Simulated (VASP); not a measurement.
# Nb (Fd-3m) in VASP: notebook

The runs below take Nb through single point, with LDA.

Everything below comes from runs of VASP 6.6.1. Logs are shortened: lines on timing, memory, paths and dates and some standing lists are left out, and cuts for length are marked.

**1. The cell of the first run**

It takes space group Fd-3m (No. 227, cubic). The conventional cell has a = 5.726 Å, b = 5.726 Å, c = 5.726 Å, α = 90.00°, β = 90.00°, γ = 90.00°. Nb (site symmetry -43m) has 4 Nb at 2.48 Å within 3.3 Å.

This isn't the form of Nb at room conditions, which is bcc.

**2. Single point, LDA**

Contents of INCAR:

```
  PREC = Accurate
  ENCUT = 520
  EDIFF = 1E-6
  ISMEAR = -1
  SIGMA = 0.05
  LREAL = F
  LASPH = T
  NELM = 100
  ALGO = Normal
  ISIF = 2
  LWAVE = F
  LCHARG = F
  GGA = CA
  NBANDS = 20
```

Contents of KPOINTS:

```
Automatic mesh
0
Gamma
  12 12 12
```

Contents of POSCAR:

```
Nb
1.0
    0.0000000000      2.8628363336      2.8628363336
    2.8628363336      0.0000000000      2.8628363336
    2.8628363336      2.8628363336      0.0000000000
Nb
2
Direct
   -0.1250000000     -0.1250000000     -0.1250000000
    0.1250000000      0.1250000000      0.1250000000
```

Potentials or basis: VASP PAW LDA potentials, release 64 (Nb_sv).

Launch:

```
> cat potpaw_LDA.64/Nb_sv/POTCAR > POTCAR
> mpirun -np 1 vasp_std > vasp.out
```

OUTCAR:

```text
PREC = Accurate
   ENCUT = 520
   EDIFF = 1E-6
   ISMEAR = -1
   LREAL = F
   LASPH = T
   NELM = 100
   ISIF = 2
   GGA = CA

 ion  position               nearest neighbor table
   1  0.875  0.875  0.875-   2 2.48   2 2.48   2 2.48   2 2.48
   2  0.125  0.125  0.125-   1 2.48   1 2.48   1 2.48   1 2.48

  LATTYP: Found a face centered cubic cell.
 ALAT       =     5.7256726672

  Lattice vectors:

 A1 = (   0.0000000000,   2.8628363336,   2.8628363336)
 A2 = (   2.8628363336,   0.0000000000,   2.8628363336)
 A3 = (   2.8628363336,   2.8628363336,   0.0000000000)

Analysis of symmetry for initial positions (statically):
=====================================================================
 Subroutine PRICEL returns:
 Original cell was already a primitive cell.

 Routine SETGRP: Setting up the symmetry group for a
 face centered cubic supercell.

 Subroutine GETGRP returns: Found 48 space group operations
 (whereof 12 operations were pure point group operations)
 out of a pool of 48 trial point group operations.

The static configuration has the point symmetry D_3d.
 The point group associated with its full space group is O_h .

Analysis of symmetry for dynamics (positions and initial velocities):
=====================================================================
 Subroutine PRICEL returns:
 Original cell was already a primitive cell.

 Routine SETGRP: Setting up the symmetry group for a
 face centered cubic supercell.

 Subroutine GETGRP returns: Found 48 space group operations
 (whereof 12 operations were pure point group operations)
 out of a pool of 48 trial point group operations.

The dynamic configuration has the point symmetry D_3d.
 The point group associated with its full space group is O_h .

 Subroutine INISYM returns: Found 48 space group operations
 (whereof 12 operations are pure point group operations),
 and found     1 'primitive' translations

----------------------------------------------------------------------------------------

                                     Primitive cell

  volume of cell :      46.9267

  direct lattice vectors                    reciprocal lattice vectors
     0.000000000  2.862836334  2.862836334    -0.174651968  0.174651968  0.174651968
     2.862836334  0.000000000  2.862836334     0.174651968 -0.174651968  0.174651968
     2.862836334  2.862836334  0.000000000     0.174651968  0.174651968 -0.174651968

  length of vectors
     4.048661970  4.048661970  4.048661970     0.302506082  0.302506082  0.302506082

  position of ions in fractional coordinates (direct lattice)
     0.875000000  0.875000000  0.875000000
     0.125000000  0.125000000  0.125000000

  ion indices of the primitive-cell ions
   primitive index   ion index
                 1           1
                 2           2

----------------------------------------------------------------------------------------

 KPOINTS: Automatic mesh

Automatic generation of k-mesh.
 Grid dimensions read from file:
 generate k-points for:   12   12   12

 Generating k-lattice:

  Cartesian coordinates                     Fractional coordinates (reciprocal lattice)
    -0.014554331  0.014554331  0.014554331     0.083333333  0.000000000  0.000000000
     0.014554331 -0.014554331  0.014554331     0.000000000  0.083333333  0.000000000
     0.014554331  0.014554331 -0.014554331     0.000000000  0.000000000  0.083333333

  Length of vectors
     0.025208840  0.025208840  0.025208840

  Shift w.r.t. Gamma in fractional coordinates (k-lattice)
     0.000000000  0.000000000  0.000000000

 Subroutine IBZKPT returns following result:
 ===========================================

 Found     72 irreducible k-points:

 Following reciprocal coordinates:
            Coordinates               Weight
  0.000000  0.000000  0.000000      1.000000
  0.083333  0.000000  0.000000      8.000000
  0.166667  0.000000  0.000000      8.000000
  0.250000  0.000000  0.000000      8.000000
  0.333333  0.000000  0.000000      8.000000
  0.416667  0.000000  0.000000      8.000000
[... 16 lines left out ...]
  0.500000  0.166667  0.000000     24.000000
 -0.416667  0.166667  0.000000     24.000000
 [... further k-points ...]
   k-points           NKPTS =     72   k-points in BZ     NKDIM =     72   number of bands    NBANDS=     20
   number of dos      NEDOS =    301   number of ions     NIONS =      2
   total plane-waves  NPLWV =  27000
   dimension x,y,z NGX =    30 NGY =   30 NGZ =   30
   dimension x,y,z NGXF=    60 NGYF=   60 NGZF=   60
   ions per type =               2
   NGX,Y,Z   is equivalent  to a cutoff of  12.32, 12.32, 12.32 a.u.
   NGXF,Y,Z  is equivalent  to a cutoff of  24.64, 24.64, 24.64 a.u.
 SYSTEM =  unknown system
   PREC   = accura    normal or accurate (medium, high low for compatibility)
   ISTART =      0    job   : 0-new  1-cont  2-samecut
   ICHARG =      2    charge: 1-file 2-atom 10-const
   ISPIN  =      1    spin polarized calculation?
   LNONCOLLINEAR =      F non collinear calculations
   LSORBIT =      F    spin-orbit coupling
   LASPH  =      T    aspherical Exc in radial PAW
   ENCUT  =  520.0 eV  38.22 Ry    6.18 a.u.   7.53  7.53  7.53*2*pi/ulx,y,z
   NELM   =    100;   NELMIN=  2; NELMDL= -5     # of ELM steps
   EDIFF  = 0.1E-05   stopping-criterion for ELM
   LREAL  =      F    real-space projection
   EDIFFG = 0.1E-04   stopping-criterion for IOM
   NSW    =      0    number of steps for IOM
   IBRION =     -1    ionic relax: 0-MD 1-quasi-New 2-CG
   NFREE  =      0    steps in history (QN), initial steepest desc. (CG)
   ISIF   =      2    stress and relaxation
   ISYM   =      2    0-nonsym 1-usesym 2-fastsym
   POTIM  = 0.5000    time-step for ionic-motion
   TEBEG  =    0.0;   TEEND  =   0.0 temperature during run
   PSTRESS=    0.0 pullay stress
   NELECT =      26.0000    total number of electrons
   NUPDOWN=      -1.0000    fix difference up-down
   EMIN   =  10.00;   EMAX   =-10.00  energy-range for DOS
   EFERMI =   0.00;   METHOD = LEGACY
   ISMEAR =    -1;   SIGMA  =   0.05  broadening in eV -4-tet -1-fermi 0-gaus
   EFERMI_NEDOS =   21; number of points for ismear=-14 and -15
   IALGO  =     38    algorithm
   IMIX   =      4    mixing-type and parameters
     AMIX     =   0.40;   BMIX     =  1.00
     AMIX_MAG =   1.60;   BMIX_MAG =  1.00
  volume/ion in A,a.u.               =      23.46       158.34
  Fermi-wavevector in a.u.,A,eV,Ry     =   1.344599  2.540924 24.598603  1.807946
  Thomas-Fermi vector in A             =   2.472580
   LORBIT       =      0    0 simple, 1 ext, 2 COOP (PROOUT), +10 PAW based schemes
   GGA     = CA    functional components
   LHFCALC =     F    Hartree Fock is set to
   AEXX    =    0.0000 exact exchange contribution
   IVDW    =     0    specifies the selected vdW correction
   LEPSILON=     F    determine dielectric tensor
   LRPA    =     F    only Hartree local field effects (RPA)
 non-spin polarized calculation
  energy-cutoff  :      520.00
  volume of cell :       46.93
 maximum number of plane-waves:      1283
   NGX = 15   NGY = 15   NGZ = 15

 number of electron      25.9999999 magnetization

 Free energy of the ion-electron system (eV)
  ---------------------------------------------------
  ext. energy  EPLUGINS =         0.00000000
  ---------------------------------------------------
  free energy    TOTEN  =       -17.28992071 eV

  energy without entropy =      -17.27019921  energy(sigma->0) =      -17.28005996

 E-fermi :   7.5152     XC(G=0): -10.9884

 val. band max:        7.4828560777   @ k =   0.1667   0.0833   0.0000
 cond. band min:       7.5389158693   @ k =   0.5000   0.1667   0.0833
 fundamental gap:      0.0560597916
 Fermi energy:         7.5152489516

 k-point     1 :       0.0000    0.0000    0.0000
  band No.  band energies     occupation
      1     -46.7740      2.00000
      2     -45.8258      2.00000
      3     -23.3811      2.00000
      4     -23.3811      2.00000
      5     -23.3811      2.00000
      6     -21.9684      2.00000
[... 12 lines left out ...]
     19      13.2952      0.00000
     20      18.3766      0.00000

 k-point     2 :       0.0833    0.0000    0.0000
  band No.  band energies     occupation
      1     -46.7625      2.00000
      2     -45.8385      2.00000
      3     -23.3942      2.00000
      4     -23.3942      2.00000
      5     -23.3814      2.00000
      6     -21.9673      2.00000
[... 12 lines left out ...]
     19      13.2707      0.00000
     20      17.8948      0.00000

 k-point     3 :       0.1667    0.0000    0.0000
  band No.  band energies     occupation
      1     -46.7293      2.00000
      2     -45.8749      2.00000
      3     -23.4288      2.00000
      4     -23.4288      2.00000
      5     -23.3827      2.00000
      6     -21.9634      2.00000
[... 12 lines left out ...]
     19      13.1908      0.00000
     20      17.4783      0.00000

 k-point     4 :       0.2500    0.0000    0.0000
  band No.  band energies     occupation
      1     -46.6788      2.00000
      2     -45.9298      2.00000
      3     -23.4732      2.00000
      4     -23.4732      2.00000
      5     -23.3861      2.00000
      6     -21.9562      2.00000
[... 12 lines left out ...]
     19      13.0378      0.00000
     20      17.1118      0.00000

 k-point     5 :       0.3333    0.0000    0.0000
  band No.  band energies     occupation
      1     -46.6197      2.00000
      2     -45.9933      2.00000
      3     -23.5151      2.00000
      4     -23.5151      2.00000
      5     -23.3911      2.00000
      6     -21.9467      2.00000
[... 12 lines left out ...]
     19      12.7936      0.00000
     20      15.1303      0.00000
[... 353 lines left out ...]
      6     -22.1385      2.00000
[... 12 lines left out ...]
     19      13.4081      0.00000
     20      16.1224      0.00000

 k-point    22 :       0.4167    0.1667    0.0000
  band No.  band energies     occupation
      1     -46.5603      2.00000
      2     -46.0563      2.00000
      3     -23.6416      2.00000
      4     -23.5956      2.00000
      5     -23.1830      2.00000
      6     -22.1556      2.00000
[... 12 lines left out ...]
     19      13.0864      0.00000
     20      14.4315      0.00000

 k-point    23 :       0.5000    0.1667    0.0000
  band No.  band energies     occupation
      1     -46.5143      2.00000
      2     -46.1046      2.00000
      3     -23.6802      2.00000
      4     -23.6020      2.00000
      5     -23.1723      2.00000
      6     -22.1588      2.00000
[... 12 lines left out ...]
     19      12.5444      0.00000
     20      13.2384      0.00000

 k-point    24 :      -0.4167    0.1667    0.0000
  band No.  band energies     occupation
      1     -46.5076      2.00000
      2     -46.1116      2.00000
      3     -23.6948      2.00000
      4     -23.5875      2.00000
      5     -23.1808      2.00000
      6     -22.1465      2.00000
[... 12 lines left out ...]
     19      12.8059      0.00000
     20      13.0994      0.00000

 [... further k-points ...]
[... 5 lines left out ...]
  --------------------------------------------------------------------------------------
  -------------------------------------------------------------------------------------
  Total        0.3428021      0.3428021      0.3428021      0.0000000      0.0000000      0.0000000
  in kB       11.7040043     11.7040043     11.7040043      0.0000000      0.0000000      0.0000000
  external PRESSURE =      11.7040043 kB  Pullay stress =       0.0000000 kB

 VOLUME and BASIS-vectors are now :
 -----------------------------------------------------------------------------
  energy-cutoff  :      520.00
  volume of cell :       46.93
      direct lattice vectors                 reciprocal lattice vectors
     0.000000000  2.862836334  2.862836334    -0.174651968  0.174651968  0.174651968
     2.862836334  0.000000000  2.862836334     0.174651968 -0.174651968  0.174651968
     2.862836334  2.862836334  0.000000000     0.174651968  0.174651968 -0.174651968

 POSITION                                       TOTAL-FORCE (eV/Angst)
 -----------------------------------------------------------------------------------
      5.00996      5.00996      5.00996         0.000000      0.000000      0.000000
      0.71571      0.71571      0.71571        -0.000000     -0.000000     -0.000000
 -----------------------------------------------------------------------------------
    total drift:                               -0.000000      0.000000      0.000000

  FREE ENERGIE OF THE ION-ELECTRON SYSTEM (eV)
  ---------------------------------------------------
  free  energy   TOTEN  =       -17.2899207133 eV

  energy  without entropy=      -17.2701992086  energy(sigma->0) =      -17.28005996
```

It took 1.8 min on 1 thread of Intel Xeon 8259CL, shared host; peak memory 0.18 GiB.

What came out:

| Property | Result |
| --- | --- |
| Free energy | -17.2899 eV |
| Pressure | 1.2 GPa |
| Band gap on the k mesh | zero (bands 13 and 14 overlap by 1.69 eV) |

Levels at points of the mesh, in eV from the Fermi level:
```csv
k point,band 10,band 11,band 12,band 13,band 14,band 15,band 16,band 17
"(0.00, 0.00, 0.00)",-1.77,-1.77,-0.58,-0.58,-0.58,2.07,2.07,2.07
"(0.50, 0.00, 0.00)",-1.79,-1.55,-1.55,-0.91,-0.91,0.92,3.29,3.29
"(0.50, 0.50, 0.00)",-2.77,-0.85,-0.85,0.65,0.65,1.28,1.28,5.12
```

**3. Single point, LDA**

Contents of INCAR:

```
PREC = Accurate
ENCUT = 520
EDIFF = 1E-6
ISMEAR = -1
SIGMA = 0.05
LREAL = F
LASPH = T
NELM = 100
ALGO = Normal
ISIF = 2
LWAVE = F
LCHARG = F
NBANDS = 20
```

Contents of KPOINTS:

```
regular mesh
0
Gamma
  12 12 12
```

Contents of POSCAR:

```
Nb
1.0
    0.0000000000      2.8632317726      2.8632317726
    2.8632317726      0.0000000000      2.8632317726
    2.8632317726      2.8632317726      0.0000000000
Nb
2
Direct
   -0.1250000000     -0.1250000000     -0.1250000000
    0.1250000000      0.1250000000      0.1250000000
```

Potentials or basis: VASP PAW LDA potentials, release 64 (Nb_sv).

Launch:

```
> cat potpaw_LDA.64/Nb_sv/POTCAR > POTCAR
> mpirun -np 1 vasp_std > vasp.out
```

OUTCAR:

```text
PREC = Accurate
   ENCUT = 520
   EDIFF = 1E-6
   ISMEAR = -1
   LREAL = F
   LASPH = T
   NELM = 100
   ISIF = 2

 ion  position               nearest neighbor table
   1  0.875  0.875  0.875-   2 2.48   2 2.48   2 2.48   2 2.48
   2  0.125  0.125  0.125-   1 2.48   1 2.48   1 2.48   1 2.48

  LATTYP: Found a face centered cubic cell.
 ALAT       =     5.7264635452

  Lattice vectors:

 A1 = (   0.0000000000,   2.8632317726,   2.8632317726)
 A2 = (   2.8632317726,   0.0000000000,   2.8632317726)
 A3 = (   2.8632317726,   2.8632317726,   0.0000000000)
[... 187 lines left out ...]
      3     -23.3850      2.00000
      4     -23.3850      2.00000
      5     -23.3850      2.00000
      6     -21.9737      2.00000
[... 541 lines left out ...]
     19      12.7990      0.00000
     20      13.0927      0.00000

 [... further k-points ...]
[... 5 lines left out ...]
  --------------------------------------------------------------------------------------
  -------------------------------------------------------------------------------------
  Total        0.3319738      0.3319738      0.3319738      0.0000000      0.0000000      0.0000000
  in kB       11.3296086     11.3296086     11.3296086      0.0000000      0.0000000      0.0000000
  external PRESSURE =      11.3296086 kB  Pullay stress =       0.0000000 kB

 VOLUME and BASIS-vectors are now :
 -----------------------------------------------------------------------------
  energy-cutoff  :      520.00
  volume of cell :       46.95
      direct lattice vectors                 reciprocal lattice vectors
     0.000000000  2.863231773  2.863231773    -0.174627847  0.174627847  0.174627847
     2.863231773  0.000000000  2.863231773     0.174627847 -0.174627847  0.174627847
     2.863231773  2.863231773  0.000000000     0.174627847  0.174627847 -0.174627847

 POSITION                                       TOTAL-FORCE (eV/Angst)
 -----------------------------------------------------------------------------------
      5.01066      5.01066      5.01066         0.000000      0.000000      0.000000
      0.71581      0.71581      0.71581        -0.000000     -0.000000     -0.000000
 -----------------------------------------------------------------------------------
    total drift:                               -0.000000      0.000000      0.000000

  FREE ENERGIE OF THE ION-ELECTRON SYSTEM (eV)
  ---------------------------------------------------
  free  energy   TOTEN  =       -17.2900799607 eV

  energy  without entropy=      -17.2703362795  energy(sigma->0) =      -17.28020812
```

OSZICAR:

```text
N       E                     dE             d eps       ncg     rms          rms(c)
DAV:   1     0.316140939482E+03    0.31614E+03   -0.14490E+04  2880   0.132E+03
DAV:   2     0.736039148326E+01   -0.30878E+03   -0.30050E+03  3592   0.567E+02
DAV:   3    -0.161810804697E+02   -0.23541E+02   -0.22349E+02  5608   0.117E+02
DAV:   4    -0.173325124474E+02   -0.11514E+01   -0.11268E+01  4152   0.220E+01
DAV:   5    -0.174010926647E+02   -0.68580E-01   -0.68434E-01  5244   0.520E+00    0.891E+00
DAV:   6    -0.172796141204E+02    0.12148E+00   -0.36928E-01  4752   0.629E+00    0.400E+00
DAV:   7    -0.172840087595E+02   -0.43946E-02   -0.11784E-01  5428   0.368E+00    0.111E+00
DAV:   8    -0.172899862395E+02   -0.59775E-02   -0.26406E-02  4480   0.135E+00    0.184E-01
DAV:   9    -0.172900398564E+02   -0.53617E-04   -0.20524E-03  4884   0.382E-01    0.131E-01
DAV:  10    -0.172900790819E+02   -0.39226E-04   -0.26506E-04  3592   0.180E-01    0.196E-02
DAV:  11    -0.172900800840E+02   -0.10021E-05   -0.15205E-05  4560   0.414E-02    0.428E-03
DAV:  12    -0.172900799607E+02    0.12330E-06   -0.60682E-07  2328   0.119E-02
   1 F= -.17290080E+02 E0= -.17280208E+02  d E =-.197437E-01
```

Run time: 86 s. Hardware: 1 thread of Intel Xeon 8259CL, shared host; peak memory 0.18 GiB.

Results:

| Item | Value |
| --- | --- |
| Free energy | -17.2901 eV |
| Pressure | 1.1 GPa |
| Band gap on the k mesh | zero (bands 13 and 14 overlap by 1.68 eV) |

Levels at points of the mesh, in eV from the Fermi level:
```tsv
k point	band 9	band 10	band 11	band 12	band 13	band 14	band 15	band 16	band 17	band 18
(0.00, 0.00, 0.00)	-4.63	-1.77	-1.77	-0.58	-0.58	-0.58	2.07	2.07	2.07	5.78
(0.50, 0.00, 0.00)	-1.87	-1.79	-1.55	-1.55	-0.91	-0.91	0.92	3.29	3.29	4.79
(0.50, 0.50, 0.00)	-2.76	-2.76	-0.85	-0.85	0.65	0.65	1.28	1.28	5.11	5.11
```
